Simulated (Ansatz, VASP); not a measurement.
## Ru: VASP beside Ansatz

```
Ru
1.0
    -1.52659    1.52659    1.52659
     1.52659   -1.52659    1.52659
     1.52659    1.52659   -1.52659
Ru
1
Direct
  0.00000 0.00000 0.00000
```

Alike in both runs: functional PBE; k mesh 18 × 18 × 18; occupations fermi-dirac, width 0.05 eV; no spin polarisation.

Ansatz relaxed the structure, and its values are those at the end. VASP's run is a single point on that final structure, the one shown.

|  | VASP | Ansatz |
| --- | --- | --- |
| version | VASP 6.6.1 | Ansatz 0.2.0 |
| potentials or method | VASP PAW PBE potentials, release 64 (Ru_pv) | PAW with Ansatz's default frozen-core files, scalar-relativistic |
| plane-wave cutoff (eV) | 500 | 420 |
| valence electrons in the cell | 14 | 16 |

```tsv
	VASP	Ansatz	Ansatz less VASP
pressure (GPa)	-0.1	0.0	+0.08
```

With one functional, cell and mesh, what is left measures potentials, basis and numerics. VASP's potentials hold 14 valence electrons a cell and Ansatz's 16, so a difference there can come from the potentials and not from the codes.
